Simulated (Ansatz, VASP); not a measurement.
## Na3TlC in VASP and in Ansatz

```xyz
5
Lattice="4.2459 0.0000 0.0000 0.0000 4.2459 0.0000 0.0000 0.0000 7.2471" Properties=species:S:1:pos:R:3 pbc="T T T"
Na    2.1230    0.0000    7.0013
Na    0.0000    2.1230    7.0013
Na    0.0000    0.0000    2.1101
Tl    0.0000    0.0000    4.8090
C     2.1230    2.1230    4.9957
```

Alike in both runs: task single point; functional PBE; k mesh 4 × 4 × 4; occupations gaussian, width 0.1 eV; no spin polarisation.

```csv
,VASP,Ansatz
version,VASP 6.6.1,Ansatz 0.2.0
potentials or method,"VASP PAW PBE potentials, release 64 (Na_pv, Tl_d, C), cutoff 520 eV","scalar-relativistic, plane waves, PAW"
valence electrons in the cell,38,44
```

```tsv
	VASP	Ansatz	Ansatz less VASP
gap on the k mesh at the Fermi level (eV)	none	none	-
pressure (GPa)	0.7	0.7	0.00
traceless stress, the component that is largest in VASP (GPa)	4.38	4.38	-0.005
rms of the force components (eV/Å)	0.210	0.211	+0.0008
```

Atom by atom the forces differ by 0.001 eV/Å (rms over components). A gap of «none» marks a metal or a gap that the smearing closes. The functional is the same, so the differences come from potentials, cutoffs and numerics. VASP's potentials hold 38 valence electrons a cell and Ansatz's 44, so a difference there can come from the potentials and not from the codes.

The k mesh is coarse, so the values compare programs but aren't converged. Spin-orbit coupling is off throughout.
